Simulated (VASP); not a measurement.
Wanted: the native input for a VASP 6.6.1 run.

- Task: relaxation of cell and atoms
- Functional: PBE
- Potentials or basis: VASP PAW PBE potentials, release 64 (Zn, S)
- Cutoff: 600 eV
- k mesh: 5 × 5 × 2
- Occupations: gaussian, width 0.2 eV
- Spin: no spin polarisation
- Dipole correction: no
- Further INCAR settings: ALGO = Normal; EDIFF = 1e-06; IBRION = 2; EDIFFG = -0.08; NSW = 36; ISIF = 3

The structure of Zn3S5 lies in POSCAR:

```
Zn3S5
1.0
    3.9000000000      0.0000000000      0.0000000000
   -1.9500000000      3.3774990700      0.0000000000
    0.0000000000      0.0000000000     11.7000000000
Zn S
3 5
Direct
    0.6666666700      0.3333333300      0.8930000000
    0.3333333300      0.6666666700      0.1070000000
    0.0000000000      0.0000000000      0.5000000000
    0.0000000000      0.0000000000      0.0000000000
    0.6666666700      0.3333333300      0.2140000000
    0.6666666700      0.3333333300      0.3930000000
    0.3333333300      0.6666666700      0.7860000000
    0.3333333300      0.6666666700      0.6070000000
```

One way to write it, as run:

INCAR

```
SYSTEM = Zn3S5
ALGO     = Normal         ! electronic algorithm
EDIFF    = 1E-6           ! SCF threshold, eV
EDIFFG   = -0.08          ! ionic threshold
ENCUT    = 600            ! plane-wave cutoff, eV
GGA      = PE             ! functional
IBRION   = 2              ! ionic algorithm
ISIF     = 3              ! what is computed and relaxed
ISMEAR   = 0              ! smearing method
LASPH    = .True.         ! aspherical terms in the spheres
LCHARG   = .False.        ! write CHGCAR
LREAL    = .False.        ! projectors in reciprocal space
LWAVE    = .False.        ! write WAVECAR
NELM     = 60             ! most SCF steps
NSW      = 36             ! ionic steps
PREC     = Accurate       ! precision mode
SIGMA    = 0.2            ! smearing width, eV
```

KPOINTS

```
k-points
0
Gamma
  5 5 2
  0 0 0
```

Potentials or basis: VASP PAW PBE potentials, release 64 (Zn, S).

Run with:

```bash
$ cat potpaw_PBE.64/Zn/POTCAR potpaw_PBE.64/S/POTCAR > POTCAR
$ mpirun -np 1 vasp_std > vasp.out
```

It gave:

```yaml
Relaxed_volume: 18.78 Å³/atom
Relaxed_cell: a = 3.807 Å, b = 3.807 Å, c = 11.970 Å, α = 90.00°, β = 90.00°, γ = 120.00°
Space_group_after_relaxing_to_0.1_Å: P-3m1 (No. 164)
Energy_gained_by_relaxing: 39.2 meV/atom
Ionic_steps: 8
Pressure_after_relaxing: -0.1 GPa
Largest_force_after_relaxing: 0.069 eV/Å
```

Caveat: the k points lie up to 0.38 Å⁻¹ apart in the final cell; the relaxation stopped at a loose force limit of 0.08 eV/Å, so its end isn't a converged minimum.

Run time: 6.2 min on 1 thread of Intel(R) Xeon(R) Platinum 8488C (Sapphire Rapids), with other jobs on the host, peak memory 0.34 GiB.
